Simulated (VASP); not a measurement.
# AgI (F-43m) in VASP: notebook

AgI is run at these levels: PBE; tasks: single point.

All numbers are computed with VASP 6.6.1; they aren't measurements. Logs are shortened: lines on timing, memory, paths and dates and some standing lists are left out, and cuts for length are marked.

## 1. The cell of the first run

Symmetry: F-43m, No. 216, cubic system. The conventional cell has a = 6.496 Å, b = 6.496 Å, c = 6.496 Å, α = 90.00°, β = 90.00°, γ = 90.00°. Ag (site symmetry -43m) has 4 I at 2.81 Å within 3.7 Å. Within 3.7 Å of I (site symmetry -43m) lie 4 Ag at 2.81 Å.

## 2. Single point, PBE (volume changed by -6%)

File INCAR:

```
SYSTEM = AgI
PREC = Accurate
ENCUT = 500
EDIFF = 1E-6
ISMEAR = 0
SIGMA = 0.01
LREAL = .False.
LASPH = .True.
NELM = 120
ALGO = Normal
ISIF = 2
LWAVE = .False.
LCHARG = .False.
GGA = PE
NBANDS = 16
GGA_COMPAT = .False.
```

File KPOINTS:

```
Automatic mesh
0
Gamma
  6 6 6
  0 0 0
```

File POSCAR:

```
AgI
1.0
    0.0000000000      3.2481817432      3.2481817432
    3.2481817432      0.0000000000      3.2481817432
    3.2481817432      3.2481817432      0.0000000000
Ag I
1 1
Direct
    0.0000000000      0.0000000000      0.0000000000
    0.2500000000      0.2500000000      0.2500000000
```

Potentials or basis: VASP PAW PBE potentials, release 64 (Ag, I).

Started as:

```
cat potpaw_PBE.64/Ag/POTCAR potpaw_PBE.64/I/POTCAR > POTCAR
mpirun -np 1 vasp_std > vasp.out
```

OUTCAR:

```text
SYSTEM = AgI
   PREC = Accurate
   ENCUT = 500
   EDIFF = 1E-6
   ISMEAR = 0
   LREAL = .False.
   LASPH = .True.
   NELM = 120
   ISIF = 2
   GGA = PE

 ion  position               nearest neighbor table
   1  0.000  0.000  0.000-   2 2.81   2 2.81   2 2.81   2 2.81
   2  0.250  0.250  0.250-   1 2.81   1 2.81   1 2.81   1 2.81

  LATTYP: Found a face centered cubic cell.
 ALAT       =     6.4963634864

  Lattice vectors:

 A1 = (   0.0000000000,   3.2481817432,   3.2481817432)
 A2 = (   3.2481817432,   0.0000000000,   3.2481817432)
 A3 = (   3.2481817432,   3.2481817432,   0.0000000000)

Analysis of symmetry for initial positions (statically):
=====================================================================
 Subroutine PRICEL returns:
 Original cell was already a primitive cell.

 Routine SETGRP: Setting up the symmetry group for a
 face centered cubic supercell.

 Subroutine GETGRP returns: Found 24 space group operations
 (whereof 24 operations were pure point group operations)
 out of a pool of 48 trial point group operations.

The static configuration has the point symmetry T_d .

Analysis of symmetry for dynamics (positions and initial velocities):
=====================================================================
 Subroutine PRICEL returns:
 Original cell was already a primitive cell.

 Routine SETGRP: Setting up the symmetry group for a
 face centered cubic supercell.

 Subroutine GETGRP returns: Found 24 space group operations
 (whereof 24 operations were pure point group operations)
 out of a pool of 48 trial point group operations.

The dynamic configuration has the point symmetry T_d .

 Subroutine INISYM returns: Found 24 space group operations
 (whereof 24 operations are pure point group operations),
 and found     1 'primitive' translations

----------------------------------------------------------------------------------------

                                     Primitive cell

  volume of cell :      68.5411

  direct lattice vectors                    reciprocal lattice vectors
     0.000000000  3.248181743  3.248181743    -0.153932273  0.153932273  0.153932273
     3.248181743  0.000000000  3.248181743     0.153932273 -0.153932273  0.153932273
     3.248181743  3.248181743  0.000000000     0.153932273  0.153932273 -0.153932273

  length of vectors
[... 71 lines left out ...]
   ENCUT  =  500.0 eV  36.75 Ry    6.06 a.u.   8.38  8.38  8.38*2*pi/ulx,y,z
   NELM   =    120;   NELMIN=  2; NELMDL= -5     # of ELM steps
   EDIFF  = 0.1E-05   stopping-criterion for ELM
   LREAL  =      F    real-space projection
   EDIFFG = 0.1E-04   stopping-criterion for IOM
   NSW    =      0    number of steps for IOM
   IBRION =     -1    ionic relax: 0-MD 1-quasi-New 2-CG
   NFREE  =      0    steps in history (QN), initial steepest desc. (CG)
   ISIF   =      2    stress and relaxation
   ISYM   =      2    0-nonsym 1-usesym 2-fastsym
   POTIM  = 0.5000    time-step for ionic-motion
   TEBEG  =    0.0;   TEEND  =   0.0 temperature during run
   PSTRESS=    0.0 pullay stress
   NELECT =      18.0000    total number of electrons
   NUPDOWN=      -1.0000    fix difference up-down
   EMIN   =  10.00;   EMAX   =-10.00  energy-range for DOS
   EFERMI =   0.00;   METHOD = LEGACY
   ISMEAR =     0;   SIGMA  =   0.01  broadening in eV -4-tet -1-fermi 0-gaus
   EFERMI_NEDOS =   21; number of points for ismear=-14 and -15
   IALGO  =     38    algorithm
   IMIX   =      4    mixing-type and parameters
     AMIX     =   0.40;   BMIX     =  1.00
     AMIX_MAG =   1.60;   BMIX_MAG =  1.00
  volume/ion in A,a.u.               =      34.27       231.27
  Fermi-wavevector in a.u.,A,eV,Ry     =   1.048372  1.981136 14.953939  1.099084
  Thomas-Fermi vector in A             =   2.183291
   LORBIT       =      0    0 simple, 1 ext, 2 COOP (PROOUT), +10 PAW based schemes
   GGA     = PE    functional components
   LHFCALC =     F    Hartree Fock is set to
   AEXX    =    0.0000 exact exchange contribution
   IVDW    =     0    specifies the selected vdW correction
   LEPSILON=     F    determine dielectric tensor
   LRPA    =     F    only Hartree local field effects (RPA)
 non-spin polarized calculation
 Gauss-broadening in eV      SIGMA  =   0.01
  energy-cutoff  :      500.00
  volume of cell :       68.54
 maximum number of plane-waves:      1807
 NGX is ok and might be reduce to    36
   NGX = 17   NGY = 17   NGZ = 17

 number of electron      17.9999999 magnetization

 Free energy of the ion-electron system (eV)
  ---------------------------------------------------
  ext. energy  EPLUGINS =         0.00000000
  ---------------------------------------------------
  free energy    TOTEN  =        -4.76919344 eV

  energy without entropy =       -4.76919344  energy(sigma->0) =       -4.76919344

 E-fermi :   3.1745     XC(G=0):  -8.4250

 val. band max:        3.1239953602   @ k =   0.0000   0.0000   0.0000
 cond. band min:       4.4659563686   @ k =   0.0000   0.0000   0.0000
 fundamental gap:      1.3419610084
 Fermi energy:         3.1744942356

 k-point     1 :       0.0000    0.0000    0.0000
  band No.  band energies     occupation
      1      -9.6763      2.00000
      2      -1.0903      2.00000
      3      -1.0903      2.00000
      4      -1.0903      2.00000
      5       0.0548      2.00000
      6       0.0548      2.00000
[... 281 lines left out ...]
      3      -0.7018      2.00000
      4      -0.5898      2.00000
      5       0.0467      2.00000
      6       0.3052      2.00000
[... 8 lines left out ...]
     15      14.5970      0.00000
     16      14.8495      0.00000

------------------------ aborting loop because EDIFF is reached ----------------------------------------

  FORCE on cell =-STRESS in cart. coord.  units (eV):
  Direction    XX          YY          ZZ          XY          YZ          ZX
  --------------------------------------------------------------------------------------
  -------------------------------------------------------------------------------------
  Total        0.7701222      0.7701222      0.7701222      0.0000000      0.0000000      0.0000000
  in kB       18.0019376     18.0019376     18.0019376      0.0000000      0.0000000      0.0000000
  external PRESSURE =      18.0019376 kB  Pullay stress =       0.0000000 kB

 VOLUME and BASIS-vectors are now :
 -----------------------------------------------------------------------------
  energy-cutoff  :      500.00
  volume of cell :       68.54
      direct lattice vectors                 reciprocal lattice vectors
     0.000000000  3.248181743  3.248181743    -0.153932273  0.153932273  0.153932273
     3.248181743  0.000000000  3.248181743     0.153932273 -0.153932273  0.153932273
     3.248181743  3.248181743  0.000000000     0.153932273  0.153932273 -0.153932273

 POSITION                                       TOTAL-FORCE (eV/Angst)
 -----------------------------------------------------------------------------------
      0.00000      0.00000      0.00000         0.000000      0.000000     -0.000000
      1.62409      1.62409      1.62409        -0.000000     -0.000000      0.000000
 -----------------------------------------------------------------------------------
    total drift:                               -0.000000     -0.000000     -0.000000

  FREE ENERGIE OF THE ION-ELECTRON SYSTEM (eV)
  ---------------------------------------------------
  free  energy   TOTEN  =        -4.7691934375 eV

  energy  without entropy=       -4.7691934375  energy(sigma->0) =       -4.76919344
```

It used 35 s of CPU time on 1 thread of AMD EPYC 7R13 Processor (Zen 3) (shared host).

What came out:

```yaml
Free_energy: -4.7692 eV
Pressure: 1.8 GPa
Band_gap_on_the_k_mesh: 1.34 eV, direct
```

Caveat: the cell differs from its parent crystal (volume changed by -6%); spin-orbit coupling is left out, which moves the levels of the heavy elements.

## 3. Single point, PBE (volume changed by -3%)

File INCAR:

```
PREC     = Accurate       # precision mode
ENCUT    = 500            # plane-wave cutoff, eV
EDIFF    = 1E-6           # SCF threshold, eV
ISMEAR   = 0              # smearing method
SIGMA    = 0.01           # smearing width, eV
LREAL    = F              # projectors in reciprocal space
LASPH    = T              # aspherical terms in the spheres
NELM     = 120            # most SCF steps
ALGO     = Normal         # electronic algorithm
ISIF     = 2              # what is computed and relaxed
LWAVE    = F              # write WAVECAR
LCHARG   = F              # write CHGCAR
GGA      = PE             # functional
NBANDS   = 16             # bands
GGA_COMPAT= F
```

File KPOINTS:

```
Automatic mesh
0
Gamma
  6 6 6
```

File POSCAR:

```
AgI
1.0
    0.0000000000      3.2823756428      3.2823756428
    3.2823756428      0.0000000000      3.2823756428
    3.2823756428      3.2823756428      0.0000000000
Ag I
1 1
Direct
    0.0000000000      0.0000000000      0.0000000000
    0.2500000000      0.2500000000      0.2500000000
```

Potentials or basis: VASP PAW PBE potentials, release 64 (Ag, I).

Started as:

```
cat potpaw_PBE.64/Ag/POTCAR potpaw_PBE.64/I/POTCAR > POTCAR
mpirun -np 1 vasp_std > vasp.out
```

It used 34 s of CPU time on 1 thread of AMD EPYC 7R13 Processor (Zen 3), with other jobs on the host.

Results (log left out):

* Free energy: -4.7866 eV
* Pressure: 0.8 GPa
* Band gap on the k mesh: 1.34 eV, direct

Levels at points of the mesh, in eV from the valence-band top:
| k point | band 7 | band 8 | band 9 | band 10 | band 11 | band 12 |
| --- | --- | --- | --- | --- | --- | --- |
| (0.00, 0.00, 0.00) | 0.00 | 0.00 | 0.00 | 1.34 | 5.81 | 5.81 |
| (0.50, 0.00, 0.00) | -2.80 | -0.68 | -0.68 | 2.78 | 6.27 | 6.27 |
| (0.50, 0.50, 0.00) | -2.48 | -1.68 | -1.68 | 3.71 | 3.86 | 8.40 |

Caveat: the cell differs from its parent crystal (volume changed by -3%); spin-orbit coupling is left out, which moves the levels of the heavy elements.

## 4. Single point, PBE

This run uses another cell than the first one, of 35.57 Å³/atom, 1.038 times its volume.

File INCAR:

```
SYSTEM = AgI
ALGO = Normal ; EDIFF = 1E-6
ENCUT = 500 ; GGA = PE
GGA_COMPAT = .FALSE. ; ISIF = 2
ISMEAR = 0 ; LASPH = .TRUE.
LCHARG = .FALSE. ; LREAL = .FALSE.
LWAVE = .FALSE. ; NBANDS = 16
NELM = 120 ; PREC = Accurate
SIGMA = 0.01
```

File KPOINTS:

```
k-points
0
G
  6 6 6
  0 0 0
```

File POSCAR:

```
AgI
1.0
    0.0000000000      3.2886328050      3.2886328050
    3.2886328050      0.0000000000      3.2886328050
    3.2886328050      3.2886328050      0.0000000000
Ag I
1 1
Direct
    0.0000000000      0.0000000000      0.0000000000
    0.2500000000      0.2500000000      0.2500000000
```

Potentials or basis: VASP PAW PBE potentials, release 64 (Ag, I).

Started as:

```
cat potpaw_PBE.64/Ag/POTCAR potpaw_PBE.64/I/POTCAR > POTCAR
mpirun -np 1 vasp_std > vasp.out
```

OUTCAR:

```text
SYSTEM = AgI
   EDIFF = 1E-6
   ENCUT = 500
   GGA = PE
   ISIF = 2
   ISMEAR = 0
   LASPH = .TRUE.
   LREAL = .FALSE.
   NELM = 120
   PREC = Accurate

 ion  position               nearest neighbor table
   1  0.000  0.000  0.000-   2 2.85   2 2.85   2 2.85   2 2.85
   2  0.250  0.250  0.250-   1 2.85   1 2.85   1 2.85   1 2.85

  LATTYP: Found a face centered cubic cell.
 ALAT       =     6.5772656100

  Lattice vectors:

 A1 = (   0.0000000000,   3.2886328050,   3.2886328050)
[... 479 lines left out ...]

------------------------ aborting loop because EDIFF is reached ----------------------------------------

  FORCE on cell =-STRESS in cart. coord.  units (eV):
  Direction    XX          YY          ZZ          XY          YZ          ZX
  --------------------------------------------------------------------------------------
  -------------------------------------------------------------------------------------
  Total        0.2684424      0.2684424      0.2684424      0.0000000     -0.0000000      0.0000000
  in kB        6.0462418      6.0462418      6.0462418      0.0000000     -0.0000000      0.0000000
  external PRESSURE =       6.0462418 kB  Pullay stress =       0.0000000 kB

 VOLUME and BASIS-vectors are now :
 -----------------------------------------------------------------------------
  energy-cutoff  :      500.00
  volume of cell :       71.13
      direct lattice vectors                 reciprocal lattice vectors
     0.000000000  3.288632805  3.288632805    -0.152038865  0.152038865  0.152038865
     3.288632805  0.000000000  3.288632805     0.152038865 -0.152038865  0.152038865
     3.288632805  3.288632805  0.000000000     0.152038865  0.152038865 -0.152038865

 POSITION                                       TOTAL-FORCE (eV/Angst)
 -----------------------------------------------------------------------------------
      0.00000      0.00000      0.00000         0.000000      0.000000      0.000000
      1.64432      1.64432      1.64432        -0.000000     -0.000000     -0.000000
 -----------------------------------------------------------------------------------
    total drift:                               -0.000000     -0.000000     -0.000000

  FREE ENERGIE OF THE ION-ELECTRON SYSTEM (eV)
  ---------------------------------------------------
  free  energy   TOTEN  =        -4.7883430352 eV

  energy  without entropy=       -4.7883430352  energy(sigma->0) =       -4.78834304
```

OSZICAR:

```text
N       E                     dE             d eps       ncg     rms          rms(c)
DAV:   1     0.883257994504E+02    0.88326E+02   -0.74334E+03   512   0.902E+02
DAV:   2    -0.176048884001E+01   -0.90086E+02   -0.83154E+02   632   0.190E+02
DAV:   3    -0.482377559329E+01   -0.30633E+01   -0.30578E+01   600   0.366E+01
DAV:   4    -0.487181564123E+01   -0.48040E-01   -0.48038E-01   800   0.433E+00
DAV:   5    -0.487193549537E+01   -0.11985E-03   -0.11985E-03   632   0.211E-01    0.476E+00
DAV:   6    -0.478834541952E+01    0.83590E-01   -0.22850E-01   584   0.667E+00    0.362E+00
DAV:   7    -0.478771505157E+01    0.63037E-03   -0.42591E-02   552   0.121E+00    0.157E+00
DAV:   8    -0.478805235409E+01   -0.33730E-03   -0.25849E-03   600   0.447E-01    0.254E-01
DAV:   9    -0.478826333795E+01   -0.21098E-03   -0.40846E-04   640   0.231E-01    0.572E-02
DAV:  10    -0.478830420206E+01   -0.40864E-04   -0.26899E-05   632   0.523E-02    0.205E-02
DAV:  11    -0.478834345854E+01   -0.39256E-04   -0.52373E-05   568   0.498E-02    0.141E-02
DAV:  12    -0.478834303524E+01    0.42330E-06   -0.22850E-06   632   0.148E-02
   1 F= -.47883430E+01 E0= -.47883430E+01  d E =-.158867E-32
```

stdout:

```text
POSCAR found type information on POSCAR AgI
 POSCAR found :  2 types and       2 ions
 scaLAPACK will be used
 LDA part: xc-table for (Slater+PW92), standard interpolation
 POSCAR, INCAR and KPOINTS ok, starting setup
 FFT: planning ... GRIDC
 FFT: planning ... GRID_SOFT
 FFT: planning ... GRID
 WAVECAR not read
 entering main loop
```

It used 67 s of CPU time on 1 thread of AMD EPYC 7R13 Processor (Zen 3), on a shared host.

Results:

* Free energy: -4.7883 eV
* Pressure: 0.6 GPa
* Band gap on the k mesh: 1.34 eV, direct

Caveat: spin-orbit coupling is left out, which moves the levels of the heavy elements. As with any semilocal functional, this PBE gap is likely too small.

## 5. Single point, PBE

This run uses another cell than the first one, of 36.46 Å³/atom, 1.064 times its volume.

File INCAR:

```
SYSTEM = AgI
ALGO = Normal ; EDIFF = 1E-6
ENCUT = 500 ; GGA = PE
GGA_COMPAT = .False. ; ISIF = 2
ISMEAR = 0 ; LASPH = .True.
LCHARG = .True. ; LELF = .True.
LREAL = .False. ; LVHAR = .True.
LWAVE = .False. ; NBANDS = 16
NELM = 120 ; PREC = Accurate
SIGMA = 0.01
```

File KPOINTS:

```
k-points
0
Gamma
  6 6 6
  0 0 0
```

File POSCAR:

```
AgI
1.0
    0.0000000000      3.3158715853      3.3158715853
    3.3158715853      0.0000000000      3.3158715853
    3.3158715853      3.3158715853      0.0000000000
Ag I
1 1
Direct
    0.0000000000      0.0000000000      0.0000000000
    0.2500000000      0.2500000000      0.2500000000
```

Started as:

```
cat potpaw_PBE.64/Ag/POTCAR potpaw_PBE.64/I/POTCAR > POTCAR
mpirun -np 1 vasp_std > vasp.out
```

It used 71 s of CPU time on 1 thread of AMD EPYC 7R13 Processor (Zen 3) (shared host).

Results (log left out):

```
Free energy            : -4.7912 eV
Pressure               : -0.1 GPa
Band gap on the k mesh : 1.34 eV, direct
```

Levels at points of the mesh, in eV from the valence-band top:
```
           k point  band 6  band 7  band 8  band 9  band 10  band 11  band 12  band 13
(0.00, 0.00, 0.00)   -2.82    0.00    0.00    0.00     1.34     5.86     5.86     5.86
(0.50, 0.00, 0.00)   -2.79   -2.69   -0.64   -0.64     2.79     6.31     6.31     7.10
(0.50, 0.50, 0.00)   -2.71   -2.38   -1.59   -1.59     3.79     3.86     8.31     9.43
```

Caveat: spin-orbit coupling is left out, which moves the levels of the heavy elements.

## 6. Single point, PBE (volume changed by +3%)

File INCAR:

```
SYSTEM = AgI
PREC = Accurate
ENCUT = 500
EDIFF = 1E-6
ISMEAR = 0
SIGMA = 0.01
LREAL = .False.
LASPH = .True.
NELM = 120
ALGO = Normal
ISIF = 2
LWAVE = .False.
LCHARG = .False.
GGA = PE
NBANDS = 16
GGA_COMPAT = .False.
```

File KPOINTS:

```
regular mesh
0
Gamma
  6 6 6
  0 0 0
```

File POSCAR:

```
AgI
1.0
    0.0000000000      3.3487041323      3.3487041323
    3.3487041323      0.0000000000      3.3487041323
    3.3487041323      3.3487041323      0.0000000000
Ag I
1 1
Direct
    0.0000000000      0.0000000000      0.0000000000
    0.2500000000      0.2500000000      0.2500000000
```

Potentials or basis: VASP PAW PBE potentials, release 64 (Ag, I).

Started as:

```
cat potpaw_PBE.64/Ag/POTCAR potpaw_PBE.64/I/POTCAR > POTCAR
mpirun -np 1 vasp_std > vasp.out
```

It used 32 s of CPU time on 1 thread of AMD EPYC 7R13 Processor (Zen 3), with other jobs on the host.

It converged, with:

| Quantity | Value |
| --- | --- |
| Free energy | -4.7853 eV |
| Pressure | -0.8 GPa |
| Band gap on the k mesh | 1.35 eV, direct |

Levels at points of the mesh, in eV from the valence-band top:
| k point | band 5 | band 6 | band 7 | band 8 | band 9 | band 10 | band 11 | band 12 | band 13 | band 14 |
| --- | --- | --- | --- | --- | --- | --- | --- | --- | --- | --- |
| (0.00, 0.00, 0.00) | -2.71 | -2.71 | 0.00 | 0.00 | 0.00 | 1.35 | 5.90 | 5.90 | 5.90 | 8.84 |
| (0.50, 0.00, 0.00) | -2.68 | -2.68 | -2.59 | -0.60 | -0.60 | 2.80 | 6.34 | 6.34 | 7.04 | 9.17 |
| (0.50, 0.50, 0.00) | -2.64 | -2.61 | -2.28 | -1.50 | -1.50 | 3.86 | 3.87 | 8.22 | 9.33 | 9.33 |

Caveat: the cell differs from its parent crystal (volume changed by +3%); spin-orbit coupling is left out, which moves the levels of the heavy elements.

## 7. The runs side by side

| cell | gap on the mesh (eV) | pressure (GPa) |
| --- | --- | --- |
| a = 4.594 Å, angles 60.0°, 2 atoms | 1.34 | 1.8 |
| a = 4.642 Å, angles 60.0°, 2 atoms | 1.34 | 0.8 |
| a = 4.651 Å, angles 60.0°, 2 atoms | 1.34 | 0.6 |
| a = 4.689 Å, angles 60.0°, 2 atoms | 1.34 | -0.1 |
| a = 4.736 Å, angles 60.0°, 2 atoms | 1.35 | -0.8 |

Alike in all rows: task single point; level PBE; potentials or basis VASP PAW PBE potentials, release 64 (Ag, I); no spin polarisation; k mesh 6 × 6 × 6; cutoff (eV) 500; smearing gaussian 0.01 eV.

Caveats: spin-orbit coupling is left out, which moves the levels of the heavy elements.

Total energies depend on the potentials used, so only differences within one code and one set of settings carry meaning.
